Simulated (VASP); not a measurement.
A run of VASP 6.6.1:

File INCAR:

```
PREC = Accurate
ENCUT = 520
EDIFF = 1E-6
ISMEAR = -1
SIGMA = 0.02
LREAL = Auto
LASPH = T
NELM = 80
ALGO = Normal
ISIF = 2
LWAVE = F
LCHARG = F
GGA = PE
NBANDS = 52
```

KPOINTS

```
regular mesh
0
Gamma
  2 2 1
```

Contents of POSCAR:

```
MgC18
1.0
    7.3980000000      0.0000000000      0.0000000000
   -3.6990000000      6.4068560000      0.0000000000
    0.0000000000      0.0000000000     13.0000000000
C Mg
18 1
Direct
   -0.0001557739     -0.0032153056      0.0687684615
    0.2207714854      0.1072466745      0.0687576923
   -0.0021545515      0.3301480477      0.0687937692
    0.2227700060      0.4426097605      0.0687910769
   -0.0001119922      0.6654794489      0.0688223077
    0.2207331861      0.7758975697      0.0688021538
    0.3311988214     -0.0031773775      0.0687693077
    0.5561150956      0.1092807455      0.0687679231
    0.3332330422      0.3321697881      0.0687612308
    0.5540598102      0.4425713642      0.0687911538
    0.3331932450      0.6634386663      0.0687882308
    0.5540940230      0.7738917497      0.0687903077
    0.6665592268     -0.0011781129      0.0687873846
    0.8873860748      0.1092428174      0.0687678462
    0.6665230032      0.3301098074      0.0687933077
    0.8874239536      0.4405513406      0.0688038462
    0.6645037172      0.6634767505      0.0687874615
    0.8894227368      0.7759354978      0.0688001538
    0.1360071407      0.9388491016      0.3818568462
```

Potentials or basis: VASP PAW PBE potentials, release 64 (C, Mg).

Run with:

```sh
$ cat potpaw_PBE.64/C/POTCAR potpaw_PBE.64/Mg/POTCAR > POTCAR
$ mpirun -np 1 vasp_std > vasp.out
```

Hardware: 1 thread of Intel Xeon 6975P-C, on a shared host.

**Question.** Estimate the wall time of this run.

**Answer.** Run time: 4.9 min on 1 thread of Intel Xeon 6975P-C, with other jobs on the host, peak memory 0.62 GiB. Counts: scf iterations 19, k points 4.
